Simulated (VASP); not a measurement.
# TiO2 (Pnma) in VASP: notebook

TiO2 is run at these levels: PBE; tasks: single point.

Everything below comes from runs of VASP 6.6.1. Logs are shortened: lines on timing, memory, paths and dates and some standing lists are left out, and cuts for length are marked.

**1. The cell of the first run**

The structure is orthorhombic, space group Pnma (No. 62). Conventional cell: a = 9.396 Å, b = 2.939 Å, c = 4.869 Å, α = 90.00°, β = 90.00°, γ = 90.00°. Within 2.5 Å of Ti (site symmetry m) lie 6 O at 1.90 to 2.04 Å. Within 2.6 Å of O (site symmetry m) lie 3 Ti at 1.92 to 2.04 Å and 3 O at 2.56 Å. O (site symmetry m) has 3 Ti at 1.90 to 1.99 Å within 2.5 Å.

**2. Single point, PBE**

Input file INCAR:

```
ALGO = Normal ; EDIFF = 1E-7
ENCUT = 520 ; GGA = PE
ISIF = 2 ; ISMEAR = -1
LASPH = True ; LCHARG = True
LELF = True ; LREAL = False
LVHAR = True ; LWAVE = False
NBANDS = 60 ; NELM = 60
PREC = Accurate ; SIGMA = 0.05
```

Input file KPOINTS:

```
k-points
0
Gamma
  3 9 6
```

Input file POSCAR:

```
TiO2
1.0
    9.3955148657      0.0000000000      0.0000000000
    0.0000000000      2.9386436970      0.0000000000
    0.0000000000      0.0000000000      4.8692983375
Ti O
4 8
Direct
    0.6369000000      0.2500000000      0.5646300000
    0.3631000000      0.7500000000      0.4353700000
    0.8631000000      0.7500000000      0.0646300000
    0.1369000000      0.2500000000      0.9353700000
    0.4724000000      0.2500000000      0.2916000000
    0.5276000000      0.7500000000      0.7084000000
    0.0276000000      0.7500000000      0.7916000000
    0.9724000000      0.2500000000      0.2084000000
    0.7663000000      0.2500000000      0.8635000000
    0.2337000000      0.7500000000      0.1365000000
    0.7337000000      0.7500000000      0.3635000000
    0.2663000000      0.2500000000      0.6365000000
```

Potentials or basis: VASP PAW PBE potentials, release 64 (Ti_sv, O).

The run is started by

```sh
$ cat potpaw_PBE.64/Ti_sv/POTCAR potpaw_PBE.64/O/POTCAR > POTCAR
$ mpirun -np 1 vasp_std > vasp.out
```

OUTCAR:

```text
EDIFF = 1E-7
   ENCUT = 520
   GGA = PE
   ISIF = 2
   ISMEAR = -1
   LASPH = True
   LREAL = False
   NELM = 60
   PREC = Accurate

 ion  position               nearest neighbor table
   1  0.637  0.250  0.565-   9 1.90   6 1.92   6 1.92  11 1.99  11 1.99   5 2.04
   2  0.363  0.750  0.435-  10 1.90   5 1.92   5 1.92  12 1.99  12 1.99   6 2.04
   3  0.863  0.750  0.065-  11 1.90   8 1.92   8 1.92   9 1.99   9 1.99   7 2.04
   4  0.137  0.250  0.935-  12 1.90   7 1.92   7 1.92  10 1.99  10 1.99   8 2.04
   5  0.472  0.250  0.292-   2 1.92   2 1.92   1 2.04
   6  0.528  0.750  0.708-   1 1.92   1 1.92   2 2.04
   7  0.028  0.750  0.792-   4 1.92   4 1.92   3 2.04
   8  0.972  0.250  0.208-   3 1.92   3 1.92   4 2.04
   9  0.766  0.250  0.864-   1 1.90   3 1.99   3 1.99
  10  0.234  0.750  0.136-   2 1.90   4 1.99   4 1.99
  11  0.734  0.750  0.364-   3 1.90   1 1.99   1 1.99
  12  0.266  0.250  0.636-   4 1.90   2 1.99   2 1.99

  LATTYP: Found a simple orthorhombic cell.
 ALAT       =     2.9386436970
 B/A-ratio  =     1.6569883387
 C/A-ratio  =     3.1972283252

  Lattice vectors:

 A1 = (   0.0000000000,   2.9386436970,   0.0000000000)
 A2 = (   0.0000000000,   0.0000000000,   4.8692983375)
 A3 = (   9.3955148657,   0.0000000000,   0.0000000000)

Analysis of symmetry for initial positions (statically):
=====================================================================
 Subroutine PRICEL returns:
 Original cell was already a primitive cell.

 Routine SETGRP: Setting up the symmetry group for a
 simple orthorhombic supercell.

 Subroutine GETGRP returns: Found  8 space group operations
 (whereof  2 operations were pure point group operations)
 out of a pool of  8 trial point group operations.

The static configuration has the point symmetry S_2 .
 The point group associated with its full space group is D_2h.

Analysis of symmetry for dynamics (positions and initial velocities):
=====================================================================
 Subroutine PRICEL returns:
 Original cell was already a primitive cell.

 Routine SETGRP: Setting up the symmetry group for a
 simple orthorhombic supercell.

[... 125 lines left out ...]
   EDIFF  = 0.1E-06   stopping-criterion for ELM
   LREAL  =      F    real-space projection
   EDIFFG = 0.1E-05   stopping-criterion for IOM
   NSW    =      0    number of steps for IOM
   IBRION =     -1    ionic relax: 0-MD 1-quasi-New 2-CG
   NFREE  =      0    steps in history (QN), initial steepest desc. (CG)
   ISIF   =      2    stress and relaxation
   ISYM   =      2    0-nonsym 1-usesym 2-fastsym
   POTIM  = 0.5000    time-step for ionic-motion
   TEBEG  =    0.0;   TEEND  =   0.0 temperature during run
   PSTRESS=    0.0 pullay stress
   NELECT =      96.0000    total number of electrons
   NUPDOWN=      -1.0000    fix difference up-down
   EMIN   =  10.00;   EMAX   =-10.00  energy-range for DOS
   EFERMI =   0.00;   METHOD = LEGACY
   ISMEAR =    -1;   SIGMA  =   0.05  broadening in eV -4-tet -1-fermi 0-gaus
   EFERMI_NEDOS =   21; number of points for ismear=-14 and -15
   IALGO  =     38    algorithm
   IMIX   =      4    mixing-type and parameters
     AMIX     =   0.40;   BMIX     =  1.00
     AMIX_MAG =   1.60;   BMIX_MAG =  1.00
  volume/ion in A,a.u.               =      11.20        75.60
  Fermi-wavevector in a.u.,A,eV,Ry     =   1.463257  2.765155 29.131720  2.141121
  Thomas-Fermi vector in A             =   2.579373
   LORBIT       =      0    0 simple, 1 ext, 2 COOP (PROOUT), +10 PAW based schemes
   GGA     = PE    functional components
   LHFCALC =     F    Hartree Fock is set to
   AEXX    =    0.0000 exact exchange contribution
   IVDW    =     0    specifies the selected vdW correction
   LEPSILON=     F    determine dielectric tensor
   LRPA    =     F    only Hartree local field effects (RPA)
 non-spin polarized calculation
  energy-cutoff  :      520.00
  volume of cell :      134.44
 maximum number of plane-waves:      3659
 NGX is ok and might be reduce to    70
   NGX = 35   NGY = 11   NGZ = 19

 number of electron      95.9999954 magnetization

 Free energy of the ion-electron system (eV)
  ---------------------------------------------------
  ext. energy  EPLUGINS =         0.00000000
  ---------------------------------------------------
  free energy    TOTEN  =      -106.92781979 eV

  energy without entropy =     -106.92781979  energy(sigma->0) =     -106.92781979

 E-fermi :   4.7261     XC(G=0): -10.8296

 val. band max:        3.5529973262   @ k =   0.0000   0.0000   0.0000
 cond. band min:       6.0649867294   @ k =   0.0000   0.2222   0.0000
 fundamental gap:      2.5119894032
 Fermi energy:         4.7260568511

 k-point     1 :       0.0000    0.0000    0.0000
  band No.  band energies     occupation
      1     -52.9279      2.00000
      2     -52.9183      2.00000
      3     -52.8969      2.00000
      4     -52.8872      2.00000
      5     -29.3753      2.00000
      6     -29.3061      2.00000
[... 1501 lines left out ...]
     59       7.8305      0.00000
     60       7.9306      0.00000

 [... further k-points ...]
[... 5 lines left out ...]
  --------------------------------------------------------------------------------------
  -------------------------------------------------------------------------------------
  Total        5.3669960      6.8384017      4.6481832      0.0000000      0.0000000      0.0000000
  in kB       63.9599267     81.4950615     55.3936421      0.0000000      0.0000000      0.0000000
  external PRESSURE =      66.9495435 kB  Pullay stress =       0.0000000 kB

 VOLUME and BASIS-vectors are now :
 -----------------------------------------------------------------------------
  energy-cutoff  :      520.00
  volume of cell :      134.44
      direct lattice vectors                 reciprocal lattice vectors
     9.395514866  0.000000000  0.000000000     0.106433763  0.000000000  0.000000000
     0.000000000  2.938643697  0.000000000     0.000000000  0.340293041  0.000000000
     0.000000000  0.000000000  4.869298338     0.000000000  0.000000000  0.205368398

 POSITION                                       TOTAL-FORCE (eV/Angst)
 -----------------------------------------------------------------------------------
      5.98400      0.73466      2.74935        -0.162782     -0.000000      0.121681
      3.41151      2.20398      2.11995         0.162782      0.000000     -0.121681
      8.10927      2.20398      0.31470         0.162782     -0.000000      0.121681
      1.28625      0.73466      4.55460        -0.162782     -0.000000     -0.121681
      4.43844      0.73466      1.41989        -0.022613     -0.000000     -0.043941
      4.95707      2.20398      3.44941         0.022613     -0.000000      0.043941
      0.25932      2.20398      3.85454         0.022613      0.000000     -0.043941
      9.13620      0.73466      1.01476        -0.022613     -0.000000      0.043941
      7.19978      0.73466      4.20464         0.028063      0.000000     -0.002862
      2.19573      2.20398      0.66466        -0.028063     -0.000000      0.002862
      6.89349      2.20398      1.76999        -0.028063      0.000000     -0.002862
      2.50203      0.73466      3.09931         0.028063      0.000000      0.002862
 -----------------------------------------------------------------------------------
    total drift:                               -0.000000     -0.000000      0.000000

  FREE ENERGIE OF THE ION-ELECTRON SYSTEM (eV)
  ---------------------------------------------------
  free  energy   TOTEN  =      -106.9278197906 eV

  energy  without entropy=     -106.9278197905  energy(sigma->0) =     -106.92781979
```

stdout:

```text
POSCAR found type information on POSCAR TiO
 POSCAR found :  2 types and      12 ions
 scaLAPACK will be used
 LDA part: xc-table for (Slater+PW92), standard interpolation
 POSCAR, INCAR and KPOINTS ok, starting setup
 FFT: planning ... GRIDC
 FFT: planning ... GRID_SOFT
 FFT: planning ... GRID
 WAVECAR not read
 entering main loop
```

Wall time 4.8 min (1 thread of Intel Xeon Platinum 8488C (Sapphire Rapids), shared host); peak memory 0.37 GiB.

Results:

```
Free energy            : -106.9278 eV
Pressure               : 6.7 GPa
Largest force          : 0.203 eV/Å
Band gap on the k mesh : 2.51 eV, indirect (least direct gap 2.56 eV)
```

Forces on the atoms (eV/Å):
```
Ti  -0.163  0.000  0.122
Ti   0.163  0.000 -0.122
Ti   0.163  0.000  0.122
Ti  -0.163  0.000 -0.122
O   -0.023  0.000 -0.044
O    0.023  0.000  0.044
O    0.023  0.000 -0.044
O   -0.023  0.000  0.044
O    0.028  0.000 -0.003
O   -0.028  0.000  0.003
O   -0.028  0.000 -0.003
O    0.028  0.000  0.003
```

Levels at points of the mesh, in eV from the valence-band top:
```tsv
k point	band 44	band 45	band 46	band 47	band 48	band 49	band 50	band 51	band 52	band 53
(0.00, 0.00, 0.00)	-0.76	-0.53	-0.27	-0.18	0.00	2.56	2.74	2.77	3.02	3.08
(0.00, 0.00, 0.50)	-1.07	-0.76	-0.76	-0.67	-0.67	2.74	2.74	2.91	2.91	3.06
```

A k mesh can miss the band edges. PBE gaps usually lie below the measured ones, often by a third to a half.

**3. Single point, PBE**

This run uses another cell than the first one, of 11.43 Å³/atom, 1.020 times its volume.

Input file INCAR:

```
SYSTEM = TiO2
  PREC = Accurate
  ENCUT = 520
  EDIFF = 1E-6
  ISMEAR = -1
  SIGMA = 0.05
  LREAL = .False.
  LASPH = .True.
  NELM = 80
  ALGO = Normal
  ISIF = 2
  LWAVE = .False.
  LCHARG = .False.
  GGA = PE
  NBANDS = 60
```

Input file KPOINTS:

```
Automatic mesh
0
Gamma
  3 9 6
  0 0 0
```

Changes to POSCAR since step 2:

```diff
@@ -2,5 +2,5 @@
 1.0
-    9.3955148657      0.0000000000      0.0000000000
-    0.0000000000      2.9386436970      0.0000000000
-    0.0000000000      0.0000000000      4.8692983375
+    9.4590000000      0.0000000000      0.0000000000
+    0.0000000000      2.9585000000      0.0000000000
+    0.0000000000      0.0000000000      4.9022000000
 Ti O
```

Potentials or basis: VASP PAW PBE potentials, release 64 (Ti_sv, O).

The run is started by

```sh
$ cat potpaw_PBE.64/Ti_sv/POTCAR potpaw_PBE.64/O/POTCAR > POTCAR
$ mpirun -np 1 vasp_std > vasp.out
```

OUTCAR:

```text
SYSTEM = TiO2
   PREC = Accurate
   ENCUT = 520
   EDIFF = 1E-6
   ISMEAR = -1
   LREAL = .False.
   LASPH = .True.
   NELM = 80
   ISIF = 2
   GGA = PE

 ion  position               nearest neighbor table
   1  0.637  0.250  0.565-   9 1.91   6 1.94   6 1.94  11 2.00  11 2.00   5 2.05
   2  0.363  0.750  0.435-  10 1.91   5 1.94   5 1.94  12 2.00  12 2.00   6 2.05
   3  0.863  0.750  0.065-  11 1.91   8 1.94   8 1.94   9 2.00   9 2.00   7 2.05
   4  0.137  0.250  0.935-  12 1.91   7 1.94   7 1.94  10 2.00  10 2.00   8 2.05
   5  0.472  0.250  0.292-   2 1.94   2 1.94   1 2.05
   6  0.528  0.750  0.708-   1 1.94   1 1.94   2 2.05
   7  0.028  0.750  0.792-   4 1.94   4 1.94   3 2.05
   8  0.972  0.250  0.208-   3 1.94   3 1.94   4 2.05
   9  0.766  0.250  0.864-   1 1.91   3 2.00   3 2.00
  10  0.234  0.750  0.136-   2 1.91   4 2.00   4 2.00
  11  0.734  0.750  0.364-   3 1.91   1 2.00   1 2.00
  12  0.266  0.250  0.636-   4 1.91   2 2.00   2 2.00

  LATTYP: Found a simple orthorhombic cell.
 ALAT       =     2.9585000000
 B/A-ratio  =     1.6569883387
 C/A-ratio  =     3.1972283252

  Lattice vectors:
[... 207 lines left out ...]

 k-point     1 :       0.0000    0.0000    0.0000
  band No.  band energies     occupation
      1     -53.1871      2.00000
      2     -53.1785      2.00000
      3     -53.1590      2.00000
      4     -53.1503      2.00000
      5     -29.6053      2.00000
      6     -29.5418      2.00000
[... 1501 lines left out ...]
     59       7.5297      0.00000
     60       7.6283      0.00000

 [... further k-points ...]
[... 5 lines left out ...]
  --------------------------------------------------------------------------------------
  -------------------------------------------------------------------------------------
  Total        1.7164277      2.5457734      1.4410300      0.0000000     -0.0000000      0.0000000
  in kB       20.0460256     29.7318895     16.8296770      0.0000000     -0.0000000      0.0000000
  external PRESSURE =      22.2025307 kB  Pullay stress =       0.0000000 kB

 VOLUME and BASIS-vectors are now :
 -----------------------------------------------------------------------------
  energy-cutoff  :      520.00
  volume of cell :      137.19
      direct lattice vectors                 reciprocal lattice vectors
     9.459000000  0.000000000  0.000000000     0.105719421  0.000000000  0.000000000
     0.000000000  2.958500000  0.000000000     0.000000000  0.338009126  0.000000000
     0.000000000  0.000000000  4.902200000     0.000000000  0.000000000  0.203990045

 POSITION                                       TOTAL-FORCE (eV/Angst)
 -----------------------------------------------------------------------------------
      6.02444      0.73962      2.76793        -0.192806      0.000000      0.173901
      3.43456      2.21887      2.13427         0.192806      0.000000     -0.173901
      8.16406      2.21887      0.31683         0.192806      0.000000      0.173901
      1.29494      0.73962      4.58537        -0.192806      0.000000     -0.173901
      4.46843      0.73962      1.42948        -0.144378      0.000000      0.223869
      4.99057      2.21887      3.47272         0.144378      0.000000     -0.223869
      0.26107      2.21887      3.88058         0.144378      0.000000      0.223869
      9.19793      0.73962      1.02162        -0.144378     -0.000000     -0.223869
      7.24843      0.73962      4.23305         0.044128     -0.000000     -0.004397
      2.21057      2.21887      0.66915        -0.044128     -0.000000      0.004397
      6.94007      2.21887      1.78195        -0.044128      0.000000     -0.004397
      2.51893      0.73962      3.12025         0.044128     -0.000000      0.004397
 -----------------------------------------------------------------------------------
    total drift:                               -0.000000     -0.000000      0.000000

  FREE ENERGIE OF THE ION-ELECTRON SYSTEM (eV)
  ---------------------------------------------------
  free  energy   TOTEN  =      -107.0073835823 eV

  energy  without entropy=     -107.0073835823  energy(sigma->0) =     -107.00738358
```

stdout:

```text
POSCAR found type information on POSCAR TiO
 POSCAR found :  2 types and      12 ions
 scaLAPACK will be used
 LDA part: xc-table for (Slater+PW92), standard interpolation
 POSCAR, INCAR and KPOINTS ok, starting setup
 FFT: planning ... GRIDC
 FFT: planning ... GRID_SOFT
 FFT: planning ... GRID
 WAVECAR not read
 entering main loop
```

Wall time 4.8 min (1 thread of Intel Xeon Platinum 8488C (Sapphire Rapids), shared host); peak memory 0.37 GiB.

What came out:

* Free energy: -107.0074 eV
* Pressure: 2.2 GPa
* Largest force: 0.266 eV/Å
* Band gap on the k mesh: 2.46 eV, indirect (least direct gap 2.50 eV)

Forces on the atoms (eV/Å):
```
Ti  -0.193  0.000  0.174
Ti   0.193  0.000 -0.174
Ti   0.193  0.000  0.174
Ti  -0.193  0.000 -0.174
O   -0.144  0.000  0.224
O    0.144  0.000 -0.224
O    0.144  0.000  0.224
O   -0.144  0.000 -0.224
O    0.044  0.000 -0.004
O   -0.044  0.000  0.004
O   -0.044  0.000 -0.004
O    0.044  0.000  0.004
```

Stress tensor (GPa, compression positive):
```
2.00 0.00 0.00
0.00 2.97 0.00
0.00 0.00 1.68
```

Levels at points of the mesh, in eV from the valence-band top:
```
           k point  band 46  band 47  band 48  band 49  band 50  band 51
(0.00, 0.00, 0.00)    -0.27    -0.17     0.00     2.50     2.68     2.71
(0.00, 0.00, 0.50)    -0.76    -0.66    -0.66     2.68     2.68     2.85
```

A k mesh can miss the band edges.

[end of part 1 of 2]
